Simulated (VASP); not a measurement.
Write the native input for VASP 6.6.1 that does the following.

| Property | Result |
| --- | --- |
| Task | single point |
| Functional | r2SCAN |
| Potentials or basis | VASP PAW PBE potentials, release 64 (Al, Ga_d, N_h) |
| Cutoff | 1460 eV |
| k mesh | 8 × 8 × 6 |
| Occupations | gaussian, width 0.02 eV |
| Spin | no spin polarisation |
| Dipole correction | no |
| Further INCAR settings | ALGO = Normal; EDIFF = 1e-06; NBANDS = 21 |

Crystal: AlGaN2.

```
Al Ga N
1.0
     3.07576    0.00000    0.00000
     0.00000    3.07576    0.00000
     0.00000    0.00000    4.51431
Al Ga N
1 1 2
Direct
  0.50000 0.50000 0.50000
  0.00000 0.00000 0.00000
  0.50000 0.00000 0.73960
  0.00000 0.50000 0.26040
```

This cell differs from its parent crystal: biaxial strain in the a-b plane: -2.0 %, then relaxed in part.

The input as run:

POSCAR

```
AlGaN2
1.0
    3.0757558967      0.0000000000      0.0000000000
    0.0000000000      3.0757558967      0.0000000000
    0.0000000000      0.0000000000      4.5143148479
Al Ga N
1 1 2
Direct
    0.5000000000      0.5000000000      0.5000000000
    0.0000000000      0.0000000000      0.0000000000
    0.5000000000      0.0000000000      0.7396043043
    0.0000000000      0.5000000000      0.2603956957
```

INCAR.step1

```
SYSTEM = AlGaN2
ALGO = Normal ; EDIFF = 1E-5
ENCUT = 1460 ; GGA = PE
GGA_COMPAT = .FALSE. ; ISMEAR = 0
LASPH = .TRUE. ; LCHARG = .FALSE.
LREAL = .FALSE. ; LWAVE = .TRUE.
NBANDS = 21 ; NELM = 120
PREC = Accurate ; SIGMA = 0.02
```

INCAR.step2

```
SYSTEM = AlGaN2
ALGO = Normal ; EDIFF = 1E-6
ENCUT = 1460 ; GGA_COMPAT = .FALSE.
ISIF = 2 ; ISMEAR = 0
ISTART = 1 ; LASPH = .TRUE.
LCHARG = .TRUE. ; LELF = .TRUE.
LMIXTAU = .TRUE. ; LREAL = .FALSE.
LVHAR = .TRUE. ; LWAVE = .FALSE.
METAGGA = R2SCAN ; NBANDS = 21
NELM = 120 ; PREC = Accurate
SIGMA = 0.02
```

KPOINTS

```
k-points
0
G
  8 8 6
  0 0 0
```

Potentials or basis: VASP PAW PBE potentials, release 64 (Al, Ga_d, N_h).

Command:

```console
$ cat potpaw_PBE.64/Al/POTCAR potpaw_PBE.64/Ga_d/POTCAR potpaw_PBE.64/N_h/POTCAR > POTCAR
$ cp INCAR.step1 INCAR
$ mpirun -np 1 vasp_std > vasp.out
$ cp INCAR.step2 INCAR
$ mpirun -np 1 vasp_std > vasp.out
```

It gave:

```yaml
Pressure: 4.4 GPa
Largest_force: 0.096 eV/Å
Band_gap_on_the_k_mesh: 3.46 eV
```

Caveat: the cell differs from its parent crystal (biaxial strain in the a-b plane: -2.0 %, then relaxed in part); the stress differs along the axes, from 0 to 6 GPa; the PAW data sets were made with another functional, which shifts forces and pressure a little.

Wall time 11 min on 1 thread of Intel(R) Xeon(R) Platinum 8259CL CPU @ 2.50GHz (Skylake/Cascade Lake) (shared host), peak memory 0.49 GiB.
